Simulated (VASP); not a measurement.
# S (R-3m) in VASP: further runs

Runs on S. Level: PBE. Tasks: single point.

Everything below comes from runs of VASP 6.6.1. Logs are shortened: lines on timing, memory, paths and dates and some standing lists are left out, and cuts for length are marked.

**1. The cell of the first run**

The typed cell holds 2 atoms: a = 2.757 Å, b = 2.757 Å, c = 2.757 Å, α = 59.95°, β = 59.95°, γ = 59.95°.

**2. Single point, PBE**

The input, INCAR:

```
SYSTEM = S
  ALGO = Normal
  EDIFF = 1E-6
  ENCUT = 520
  GGA = PE
  ISIF = 2
  ISMEAR = -1
  LASPH = .TRUE.
  LCHARG = .FALSE.
  LREAL = .FALSE.
  LWAVE = .FALSE.
  NBANDS = 13
  NELM = 60
  PREC = Accurate
  SIGMA = 0.05
```

The input, KPOINTS:

```
k-points
0
G
  13 13 13
  0 0 0
```

The input, POSCAR:

```
S
1.0
    1.3772630664     -0.7951632021      2.2515053069
    0.0000000000      1.5903264042      2.2515053069
   -1.3772630664     -0.7951632021      2.2515053069
S
2
Direct
    0.2500000000      0.2500000000      0.2500000000
   -0.2500000000     -0.2500000000     -0.2500000000
```

Potentials or basis: VASP PAW PBE potentials, release 64 (S).

On the command line:

```
$ cat potpaw_PBE.64/S/POTCAR > POTCAR
$ mpirun -np 1 vasp_std > vasp.out
```

OUTCAR:

```text
SYSTEM = S
   EDIFF = 1E-6
   ENCUT = 520
   GGA = PE
   ISIF = 2
   ISMEAR = -1
   LASPH = .TRUE.
   LREAL = .FALSE.
   NELM = 60
   PREC = Accurate

 ion  position               nearest neighbor table
   1  0.250  0.250  0.250-   2 1.95   2 1.95   2 1.95   2 1.95   2 1.95   2 1.95
   2  0.750  0.750  0.750-   1 1.95   1 1.95   1 1.95   1 1.95   1 1.95   1 1.95

  LATTYP: Found a trigonal (rhomboedric) cell.
 ALAT       =     2.7565221238
 COS(alpha) =     0.5007238354

  Lattice vectors:

 A1 = (   1.3772630664,  -0.7951632021,   2.2515053069)
 A2 = (   0.0000000000,   1.5903264042,   2.2515053069)
 A3 = (  -1.3772630664,  -0.7951632021,   2.2515053069)

Analysis of symmetry for initial positions (statically):
=====================================================================
 Subroutine PRICEL returns following result:

  LATTYP: Found a trigonal (rhomboedric) cell.
 ALAT       =     1.9484499246
 COS(alpha) =     0.0007243597

  Lattice vectors:

 A1 = (   1.3772630664,   0.7951632021,   1.1257526534)
 A2 = (  -1.3772630664,   0.7951632021,   1.1257526535)
 A3 = (   0.0000000000,  -1.5903264042,   1.1257526534)

   2 primitive cells build up your supercell.

 Routine SETGRP: Setting up the symmetry group for a
 trigonal (rhombohedral) supercell.

 Subroutine GETGRP returns: Found 12 space group operations
 (whereof 12 operations were pure point group operations)
 out of a pool of 12 trial point group operations.

The static configuration has the point symmetry D_3d.

Analysis of symmetry for dynamics (positions and initial velocities):
=====================================================================
 Subroutine PRICEL returns following result:

  LATTYP: Found a trigonal (rhomboedric) cell.
 ALAT       =     1.9484499246
 COS(alpha) =     0.0007243597

  Lattice vectors:

 A1 = (   1.3772630664,   0.7951632021,   1.1257526534)
 A2 = (  -1.3772630664,   0.7951632021,   1.1257526535)
 A3 = (   0.0000000000,  -1.5903264042,   1.1257526534)

   2 primitive cells build up your supercell.

 Routine SETGRP: Setting up the symmetry group for a
 trigonal (rhombohedral) supercell.

 Subroutine GETGRP returns: Found 12 space group operations
 (whereof 12 operations were pure point group operations)
 out of a pool of 12 trial point group operations.

The dynamic configuration has the point symmetry D_3d.

 Subroutine INISYM returns: Found 12 space group operations
 (whereof 12 operations are pure point group operations),
 and found     2 'primitive' translations

----------------------------------------------------------------------------------------

                                     Primitive cell

  volume of cell :       7.3972

  direct lattice vectors                    reciprocal lattice vectors
     1.377263066  0.795163202  1.125752653     0.363038850  0.209600578  0.296098199
    -1.377263066  0.795163202  1.125752653    -0.363038850  0.209600578  0.296098199
     0.000000000 -1.590326404  1.125752653     0.000000000 -0.419201156  0.296098199

  length of vectors
     1.948449925  1.948449925  1.948449925     0.513228753  0.513228753  0.513228753

  position of ions in fractional coordinates (direct lattice)
     0.500000000  0.500000000  0.500000000

  ion indices of the primitive-cell ions
   primitive index   ion index
                 1           1

----------------------------------------------------------------------------------------

 KPOINTS: k-points

Automatic generation of k-mesh.
 Grid dimensions read from file:
 generate k-points for:   13   13   13

 Generating k-lattice:

  Cartesian coordinates                     Fractional coordinates (reciprocal lattice)
     0.027926065 -0.016123121  0.011388392     0.076923077  0.000000000 -0.000000000
     0.000000000  0.032246243  0.011388392     0.000000000  0.076923077  0.000000000
    -0.027926065 -0.016123121  0.011388392    -0.000000000  0.000000000  0.076923077

  Length of vectors
     0.034198182  0.034198182  0.034198182

  Shift w.r.t. Gamma in fractional coordinates (k-lattice)
     0.000000000  0.000000000  0.000000000

 Subroutine IBZKPT returns following result:
 ===========================================

 Found    231 irreducible k-points:

 Following reciprocal coordinates:
            Coordinates               Weight
  0.000000  0.000000  0.000000      1.000000
  0.076923 -0.000000 -0.000000      6.000000
  0.153846  0.000000  0.000000      6.000000
  0.230769  0.000000  0.000000      6.000000
  0.307692  0.000000  0.000000      6.000000
  0.384615  0.000000 -0.000000      6.000000
[... 16 lines left out ...]
  0.384615  0.153846 -0.000000     12.000000
  0.461538  0.153846  0.000000     12.000000
 [... further k-points ...]
   k-points           NKPTS =    231   k-points in BZ     NKDIM =    231   number of bands    NBANDS=     13
   number of dos      NEDOS =    301   number of ions     NIONS =      2
   total plane-waves  NPLWV =  13824
   dimension x,y,z NGX =    24 NGY =   24 NGZ =   24
   dimension x,y,z NGXF=    48 NGYF=   48 NGZF=   48
   ions per type =               2
   NGX,Y,Z   is equivalent  to a cutoff of  14.47, 14.47, 14.47 a.u.
   NGXF,Y,Z  is equivalent  to a cutoff of  28.95, 28.95, 28.95 a.u.
 SYSTEM =  S
   PREC   = accura    normal or accurate (medium, high low for compatibility)
   ISTART =      0    job   : 0-new  1-cont  2-samecut
   ICHARG =      2    charge: 1-file 2-atom 10-const
   ISPIN  =      1    spin polarized calculation?
   LNONCOLLINEAR =      F non collinear calculations
   LSORBIT =      F    spin-orbit coupling
   LASPH  =      T    aspherical Exc in radial PAW
   ENCUT  =  520.0 eV  38.22 Ry    6.18 a.u.   5.13  5.13  5.13*2*pi/ulx,y,z
   NELM   =     60;   NELMIN=  2; NELMDL= -5     # of ELM steps
   EDIFF  = 0.1E-05   stopping-criterion for ELM
   LREAL  =      F    real-space projection
   EDIFFG = 0.1E-04   stopping-criterion for IOM
   NSW    =      0    number of steps for IOM
   IBRION =     -1    ionic relax: 0-MD 1-quasi-New 2-CG
   NFREE  =      0    steps in history (QN), initial steepest desc. (CG)
   ISIF   =      2    stress and relaxation
   ISYM   =      2    0-nonsym 1-usesym 2-fastsym
   POTIM  = 0.5000    time-step for ionic-motion
   TEBEG  =    0.0;   TEEND  =   0.0 temperature during run
   PSTRESS=    0.0 pullay stress
   NELECT =      12.0000    total number of electrons
   NUPDOWN=      -1.0000    fix difference up-down
   EMIN   =  10.00;   EMAX   =-10.00  energy-range for DOS
   EFERMI =   0.00;   METHOD = LEGACY
   ISMEAR =    -1;   SIGMA  =   0.05  broadening in eV -4-tet -1-fermi 0-gaus
   EFERMI_NEDOS =   21; number of points for ismear=-14 and -15
   IALGO  =     38    algorithm
   IMIX   =      4    mixing-type and parameters
     AMIX     =   0.40;   BMIX     =  1.00
     AMIX_MAG =   1.60;   BMIX_MAG =  1.00
  volume/ion in A,a.u.               =       7.40        49.92
  Fermi-wavevector in a.u.,A,eV,Ry     =   1.526755  2.885149 31.714933  2.330982
  Thomas-Fermi vector in A             =   2.634745
   LORBIT       =      0    0 simple, 1 ext, 2 COOP (PROOUT), +10 PAW based schemes
   GGA     = PE    functional components
   LHFCALC =     F    Hartree Fock is set to
   AEXX    =    0.0000 exact exchange contribution
   IVDW    =     0    specifies the selected vdW correction
   LEPSILON=     F    determine dielectric tensor
   LRPA    =     F    only Hartree local field effects (RPA)
 non-spin polarized calculation
  energy-cutoff  :      520.00
  volume of cell :       14.79
 maximum number of plane-waves:       411
 NGX is ok and might be reduce to    24
   NGX = 11   NGY = 11   NGZ = 11

 number of electron      12.0000002 magnetization

 Free energy of the ion-electron system (eV)
  ---------------------------------------------------
  ext. energy  EPLUGINS =         0.00000000
  ---------------------------------------------------
  free energy    TOTEN  =         1.58663551 eV

  energy without entropy =        1.59335033  energy(sigma->0) =        1.58999292

 E-fermi :  23.4379     XC(G=0): -14.8694

 val. band max:       23.4377034997   @ k =  -0.4615   0.3077   0.0769
 cond. band min:      23.4472869339   @ k =  -0.2308   0.2308   0.2308
 fundamental gap:      0.0095834342
 Fermi energy:        23.4378817183

 k-point     1 :       0.0000    0.0000    0.0000
  band No.  band energies     occupation
      1      -5.6657      2.00000
      2      16.1574      2.00000
      3      16.1905      2.00000
      4      16.1905      2.00000
      5      23.6437      0.03210
      6      23.6758      0.01702
      7      23.6758      0.01702
      8      24.3448      0.00000
      9      26.9757      0.00000
     10      26.9757      0.00000
     11      28.2041      0.00000
     12      28.2041      0.00000
     13      28.2152      0.00000

 k-point     2 :       0.0769   -0.0000   -0.0000
  band No.  band energies     occupation
      1      -5.5038      2.00000
      2      14.9673      2.00000
      3      16.0690      2.00000
      4      16.0975      2.00000
      5      23.6830      0.01476
      6      24.0521      0.00001
      7      24.0803      0.00001
      8      25.0415      0.00000
      9      25.0425      0.00000
     10      25.2619      0.00000
     11      27.9285      0.00000
     12      30.4238      0.00000
     13      30.4327      0.00000

 k-point     3 :       0.1538    0.0000    0.0000
  band No.  band energies     occupation
      1      -5.0187      2.00000
      2      12.4464      2.00000
      3      15.8707      2.00000
      4      15.8971      2.00000
      5      22.8896      1.99997
      6      22.8910      1.99996
      7      23.3212      1.82311
      8      25.1841      0.00000
      9      25.2149      0.00000
     10      27.2022      0.00000
     11      27.4595      0.00000
     12      33.4243      0.00000
     13      33.4353      0.00000

 k-point     4 :       0.2308    0.0000    0.0000
  band No.  band energies     occupation
      1      -4.2128      2.00000
      2       9.6578      2.00000
      3      15.7119      2.00000
      4      15.7356      2.00000
      5      21.0080      2.00000
      6      21.0122      2.00000
      7      22.9547      1.99987
      8      26.2428      0.00000
      9      26.8981      0.00000
     10      26.9313      0.00000
     11      29.9015      0.00000
     12      36.6915      0.00000
     13      36.7048      0.00000

 k-point     5 :       0.3077    0.0000    0.0000
  band No.  band energies     occupation
      1      -3.0904      2.00000
      2       6.9347      2.00000
      3      15.7042      2.00000
      4      15.7252      2.00000
      5      19.4158      2.00000
      6      19.4227      2.00000
      7      22.7556      2.00000
      8      25.2431      0.00000
      9      29.0792      0.00000
     10      29.1148      0.00000
     11      32.4072      0.00000
     12      40.0830      0.00000
     13      40.0965      0.00000
[... 257 lines left out ...]
 k-point    22 :       0.3077    0.1538   -0.0000
  band No.  band energies     occupation
      1      -3.3083      2.00000
      2       9.1758      2.00000
      3      13.2130      2.00000
      4      15.4316      2.00000
      5      15.4457      2.00000
      6      22.4950      2.00000
      7      24.2693      0.00000
      8      27.2281      0.00000
      9      28.1282      0.00000
     10      31.1904      0.00000
     11      33.0126      0.00000
     12      34.6785      0.00000
     13      40.0521      0.00000

 k-point    23 :       0.3846    0.1538   -0.0000
  band No.  band energies     occupation
      1      -2.0883      2.00000
      2       6.5600      2.00000
      3      13.1341      2.00000
      4      13.9878      2.00000
      5      15.7497      2.00000
      6      22.7219      2.00000
      7      24.0829      0.00000
      8      27.2907      0.00000
      9      27.5419      0.00000
     10      33.6344      0.00000
     11      35.7643      0.00000
     12      37.8878      0.00000
     13      41.0185      0.00000

 k-point    24 :       0.4615    0.1538    0.0000
  band No.  band energies     occupation
      1      -0.5632      2.00000
      2       4.1282      2.00000
      3      12.8319      2.00000
      4      13.3339      2.00000
      5      16.1422      2.00000
      6      21.4400      2.00000
      7      25.6549      0.00000
      8      26.5026      0.00000
      9      28.6124      0.00000
     10      36.3917      0.00000
     11      37.3286      0.00000
     12      38.5227      0.00000
     13      38.5239      0.00000

 [... further k-points ...]
[... 5 lines left out ...]
  --------------------------------------------------------------------------------------
  -------------------------------------------------------------------------------------
  Total       23.2782076     23.2782076     23.3076666      0.0000000      0.0000000      0.0000000
  in kB     2520.9412213   2520.9412211   2524.1315178      0.0000000      0.0000000      0.0000000
  external PRESSURE =    2522.0046534 kB  Pullay stress =       0.0000000 kB

 VOLUME and BASIS-vectors are now :
 -----------------------------------------------------------------------------
  energy-cutoff  :      520.00
  volume of cell :       14.79
      direct lattice vectors                 reciprocal lattice vectors
     1.377263066 -0.795163202  2.251505307     0.363038850 -0.209600578  0.148049100
     0.000000000  1.590326404  2.251505307     0.000000000  0.419201156  0.148049100
    -1.377263066 -0.795163202  2.251505307    -0.363038850 -0.209600578  0.148049100

 POSITION                                       TOTAL-FORCE (eV/Angst)
 -----------------------------------------------------------------------------------
      0.00000      0.00000      1.68863        -0.000000     -0.000000     -0.000000
      0.00000      0.00000      5.06589         0.000000      0.000000      0.000000
 -----------------------------------------------------------------------------------
    total drift:                               -0.000000      0.000000      0.000000

  FREE ENERGIE OF THE ION-ELECTRON SYSTEM (eV)
  ---------------------------------------------------
  free  energy   TOTEN  =         1.5866355054 eV

  energy  without entropy=        1.5933503272  energy(sigma->0) =        1.58999292
```

Wall time 30 s (1 thread of Intel Xeon Platinum 8488C (Sapphire Rapids), shared host); peak memory 0.16 GiB.

What came out:

```yaml
Free_energy: 1.5866 eV
Pressure: 252.2 GPa
Band_gap_on_the_k_mesh: zero (band 6 reaches 24.13 eV, above the bottom of band 7 at 22.76 eV)
```

**3. Single point, PBE (volume scaled by 0.58)**

The input, INCAR:

```
PREC = Accurate
ENCUT = 520
EDIFF = 1E-7
ISMEAR = -1
SIGMA = 0.05
LREAL = False
LASPH = True
NELM = 80
ALGO = Normal
ISIF = 2
LWAVE = False
LCHARG = False
GGA = PE
NBANDS = 13
```

The input, KPOINTS:

```
Automatic mesh
0
Gamma
  13 13 13
```

The input, POSCAR:

```
S
1.0
    1.5217270032     -0.8785694949      2.4876702985
    0.0000000000      1.7571389899      2.4876702985
   -1.5217270032     -0.8785694949      2.4876702985
S
2
Direct
    0.2500000000      0.2500000000      0.2500000000
   -0.2500000000     -0.2500000000     -0.2500000000
```

Potentials or basis: VASP PAW PBE potentials, release 64 (S).

On the command line:

```
$ cat potpaw_PBE.64/S/POTCAR > POTCAR
$ mpirun -np 1 vasp_std > vasp.out
```

Wall time 40 s (1 thread of Intel Xeon Platinum 8488C (Sapphire Rapids), shared host); peak memory 0.16 GiB.

Results (log left out):

```yaml
Free_energy: -3.5945 eV
Pressure: 102.6 GPa
Band_gap_on_the_k_mesh: zero (band 6 reaches 19.04 eV, above the bottom of band 7 at 14.83 eV)
```

Stress tensor (GPa, compression positive):
```
102.51   0.00   0.00
  0.00 102.51   0.00
  0.00   0.00 102.71
```

Levels at points of the mesh, in eV from the Fermi level:
| k point | band 4 | band 5 | band 6 | band 7 | band 8 | band 9 |
| --- | --- | --- | --- | --- | --- | --- |
| (0.00, 0.00, 0.00) | -6.41 | -4.42 | 2.22 | 2.24 | 2.24 | 2.84 |
